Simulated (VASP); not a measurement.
Wanted: the native input for a VASP 6.6.1 run.

```
Task                   : single point
Functional             : LDA
Potentials or basis    : VASP PAW LDA potentials, release 64 (Rh_pv)
Cutoff                 : 520 eV
k mesh                 : 10 × 10 × 3
Occupations            : fermi-dirac, width 0.15 eV
Spin                   : no spin polarisation
Dipole correction      : no
Further INCAR settings : ALGO = Normal; EDIFF = 1e-06; NBANDS = 38
```

The structure of Rh lies in POSCAR:

```
Rh
1.0
    2.7953740072      0.0000000000      0.0000000000
   -1.3976864844      2.4208643316      0.0000000000
    0.0000000000      0.0000000000      9.1367853165
Rh
4
Direct
    0.0000000000      0.0000000000      0.0000000000
    0.3333333333      0.6666666667      0.2500000000
    0.0000000000      0.0000000000      0.5000000000
    0.6666666667      0.3333333333      0.7500000000
```

These files were run (other wordings do the same):

INCAR

```
SYSTEM = Rh
PREC = Accurate
ENCUT = 520
EDIFF = 1E-6
ISMEAR = -1
SIGMA = 0.15
LREAL = .FALSE.
LASPH = .TRUE.
NELM = 80
ALGO = Normal
ISIF = 2
LWAVE = .FALSE.
LCHARG = .FALSE.
GGA = CA
NBANDS = 38
```

KPOINTS

```
Automatic mesh
0
G
  10 10 3
  0 0 0
```

Potentials or basis: VASP PAW LDA potentials, release 64 (Rh_pv).

Launch:

```bash
$ cat potpaw_LDA.64/Rh_pv/POTCAR > POTCAR
$ mpirun -np 1 vasp_std > vasp.out
```

Results of the run:

```
Pressure               : -31.3 GPa
Band gap on the k mesh : zero (band 30 reaches 10.36 eV, above the bottom of band 31 at 8.84 eV)
```

Wall time 56 s on 1 thread of Intel(R) Xeon(R) Platinum 8375C CPU @ 2.90GHz (Ice Lake) (shared host), peak memory 0.18 GiB.
